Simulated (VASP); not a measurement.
Write the native input for VASP 6.6.1 that does the following.

```yaml
Task: single point
Functional: r2SCAN
Potentials_or_basis: VASP PAW PBE potentials, release 64 (Si, Ge_d)
Cutoff: 520 eV
k_mesh: 12 × 12 × 4
Occupations: gaussian, width 0.02 eV
Spin: no spin polarisation
Dipole_correction: no
Further_INCAR_settings: ALGO = Normal; EDIFF = 1e-07; NBANDS = 26
```

The system is SiGe.

```xyz
4
Lattice="4.0326 0.0000 0.0000 -2.0163 3.4924 0.0000 0.0000 0.0000 6.6547" Properties=species:S:1:pos:R:3 pbc="T T T"
Si    2.0163    1.1641    5.8217
Si    0.0000    2.3282    2.4943
Ge    2.0163    1.1641    3.3285
Ge    0.0000    2.3282    0.0012
```

The input as run:

POSCAR

```
SiGe
1.0
    4.0326252856      0.0000000000      0.0000000000
   -2.0163126428      3.4923559413      0.0000000000
    0.0000000000      0.0000000000      6.6546924153
Si Ge
2 2
Direct
    0.6666666667      0.3333333333      0.8748239619
    0.3333333333      0.6666666667      0.3748239619
    0.6666666667      0.3333333333      0.5001750381
    0.3333333333      0.6666666667      0.0001750381
```

INCAR.step1

```
SYSTEM = SiGe
PREC = Accurate
ENCUT = 520
ISMEAR = 0
SIGMA = 0.02
LREAL = .False.
LASPH = .True.
NELM = 80
NBANDS = 26
GGA = PE
ALGO = Normal
EDIFF = 1E-4
LWAVE = .True.
LCHARG = .False.
```

INCAR.step2

```
SYSTEM = SiGe
PREC = Accurate
ENCUT = 520
EDIFF = 1E-7
ISMEAR = 0
SIGMA = 0.02
LREAL = .False.
LASPH = .True.
NELM = 80
ALGO = Normal
ISIF = 2
LWAVE = .False.
LCHARG = .False.
METAGGA = R2SCAN
LMIXTAU = .True.
NBANDS = 26
ISTART = 1
```

KPOINTS

```
regular mesh
0
Gamma
  12 12 4
  0 0 0
```

Potentials or basis: VASP PAW PBE potentials, release 64 (Si, Ge_d).

Launch:

```console
$ cat potpaw_PBE.64/Si/POTCAR potpaw_PBE.64/Ge_d/POTCAR > POTCAR
$ cp INCAR.step1 INCAR
$ mpirun -np 1 vasp_std > vasp.out
$ cp INCAR.step2 INCAR
$ mpirun -np 1 vasp_std > vasp.out
```

It gave:

```json
{"Pressure": "-6.5 GPa", "Largest force": "0.010 eV/Å", "Band gap on the k mesh": "0.48 eV"}
```

Caveat: the cell stands under tension; the PAW data sets were made with another functional, which shifts forces and pressure a little.

It took 3.7 min on 1 thread of Intel(R) Xeon(R) 6975P-C (Granite Rapids), on a shared host, peak memory 0.28 GiB.
